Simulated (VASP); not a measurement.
AlV2C:

```xyz
8
Lattice="2.8876 0.0000 0.0000 -1.4438 2.5007 0.0000 0.0000 0.0000 13.1048" Properties=species:S:1:pos:R:3 pbc="T T T"
Al    0.0000    1.6672    3.2762
Al    1.4438    0.8336    9.8286
V     0.0000    1.6672    7.6845
V     1.4438    0.8336    5.4204
V     1.4438    0.8336    1.1320
V     0.0000    1.6672   11.9728
C     0.0000    0.0000    0.0000
C     0.0000    0.0000    6.5524
```

| Quantity | Value |
| --- | --- |
| Program | VASP 6.6.1 |
| Task | relaxation of cell and atoms |
| Functional | PBEsol |
| Potentials or basis | VASP PAW PBE potentials, release 64 (Al, V_sv, C) |
| Cutoff | 600 eV |
| k mesh | 12 × 12 × 4 |
| Occupations | gaussian, width 0.1 eV |
| Spin | no spin polarisation |

At the start: pressure -3.5 GPa; volume 11.83 Å³/atom.

How do energy, volume and symmetry change on relaxing?

Over 9 steps the energy falls by 2.9 meV/atom and the volume is 11.68 Å³/atom (-1.3 %); space group P6_3/mmc (No. 194, to 0.1 Å) before and after.

Step by step:
| step | energy change (eV) | largest force (eV/Å) | pressure (GPa) | volume (Å³) |
| --- | --- | --- | --- | --- |
| 1 | 0.0000 | 0.4083 | -3.54 | 94.63 |
| 2 | 0.0302 | 0.4928 | 6.47 | 91.10 |
| 3 | -0.0227 | 0.0695 | 0.23 | 93.21 |
| 4 | -0.0227 | 0.0624 | 0.30 | 93.18 |
| 5 | -0.0235 | 0.0100 | 0.11 | 93.36 |
| 6 | -0.0236 | 0.0056 | 0.04 | 93.42 |
| 7 | -0.0236 | 0.0038 | 0.07 | 93.41 |
| 8 | -0.0236 | 0.0092 | -0.09 | 93.47 |
| 9 | -0.0236 | 0.0009 | 0.00 | 93.43 |

Final structure:
```
Al V C
1.0
     2.87818    0.00000    0.00000
    -1.43909    2.49258    0.00000
     0.00000    0.00000   13.02361
Al V C
2 4 2
Direct
  0.33333 0.66667 0.25000
  0.66667 0.33333 0.75000
  0.33333 0.66667 0.58549
  0.66667 0.33333 0.41451
  0.66667 0.33333 0.08549
  0.33333 0.66667 0.91451
  0.00000 0.00000 0.00000
  0.00000 0.00000 0.50000
```

Caveat: the PAW data sets were made with another functional, which shifts forces and pressure a little.
